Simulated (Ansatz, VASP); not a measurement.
## GaPSe3 in VASP and in Ansatz

The input INCAR:

```
SYSTEM = GaPSe3
ALGO     = Normal         ! electronic algorithm
EDIFF    = 1E-7           ! SCF threshold, eV
EDIFFG   = -0.04          ! ionic threshold
ENCUT    = 600            ! plane-wave cutoff, eV
GGA      = PE             ! functional
IBRION   = 2              ! ionic algorithm
ISIF     = 3              ! what is computed and relaxed
ISMEAR   = 0              ! smearing method
LASPH    = .TRUE.         ! aspherical terms in the spheres
LCHARG   = .FALSE.        ! write CHGCAR
LREAL    = .FALSE.        ! projectors in reciprocal space
LWAVE    = .FALSE.        ! write WAVECAR
NELM     = 100            ! most SCF steps
NSW      = 90             ! ionic steps
PREC     = Accurate       ! precision mode
SIGMA    = 0.1            ! smearing width, eV
```

File KPOINTS:

```
k-points
0
G
  4 4 4
  0 0 0
```

Contents of POSCAR:

```
GaPSe3
1.0
    4.5800763951      0.0000000000      0.0000000000
    0.0000000000      4.5800763951      0.0000000000
    0.0000000000      0.0000000000      4.6374708362
Ga P Se
1 1 3
Direct
    0.0000000000      0.0000000000      0.0000000000
    0.5000000000      0.5000000000      0.5150000000
    0.5000000000      0.5000000000      0.9750000000
    0.0000000000      0.5000000000      0.4850000000
    0.5000000000      0.0000000000      0.4850000000
```

Input for Ansatz:

```yaml
crystal:
  lattice:
    - [4.5800763951, 0.0, 0.0]
    - [0.0, 4.5800763951, 0.0]
    - [0.0, 0.0, 4.6374708362]
  atoms:
    - { symbol: Ga, position: [0.0, 0.0, 0.0] }
    - { symbol: P, position: [0.5, 0.5, 0.515] }
    - { symbol: Se, position: [0.5, 0.5, 0.975] }
    - { symbol: Se, position: [0.0, 0.5, 0.485] }
    - { symbol: Se, position: [0.5, 0.0, 0.485] }
basis:
  ecutwfc: 420
kpoints:
  mp_grid: { grid: [4, 4, 4] }
hamiltonian:
  xc: pbe
scf:
  occupations: { method: gaussian, width: 0.1 }
  lower_state_search: "off"
output:
  forces: true
  stress: true
  eigenvalues: true
relax:
  adjacent_minimum: "off"
  f_tol: 0.04
  max_steps: 70
  cell: { stress_tol: 0.4 }
```

Alike in both runs: task relaxation of cell and atoms; functional PBE; k mesh 4 × 4 × 4; occupations gaussian, width 0.1 eV; no spin polarisation.

```csv
,VASP,Ansatz
version,VASP 6.6.1,Ansatz 0.2.0
potentials or method,"VASP PAW PBE potentials, release 64 (Ga_d, P, Se), cutoff 600 eV","scalar-relativistic, plane waves, PAW"
valence electrons in the cell,36,66
```

VASP gave:

| Item | Value |
| --- | --- |
| gap on the k mesh at the Fermi level, each at its own relaxed structure (eV) | none |
| relaxed volume (Å³/atom) | 25.68 |
| relaxed cell length with the largest relative difference (Å) | 6.171 |

What did Ansatz give for the same quantities?

gap on the k mesh at the Fermi level, each at its own relaxed structure (eV): none; relaxed volume (Å³/atom): 25.65; relaxed cell length with the largest relative difference (Å): 6.152.

A gap of «none» marks a metal or a gap that the smearing closes. VASP's potentials hold 36 valence electrons a cell and Ansatz's 66, so a difference there can come from the potentials and not from the codes.

Noted on VASP's run: the volume moved by over 15 % at a fixed basis, so the end points are rough.
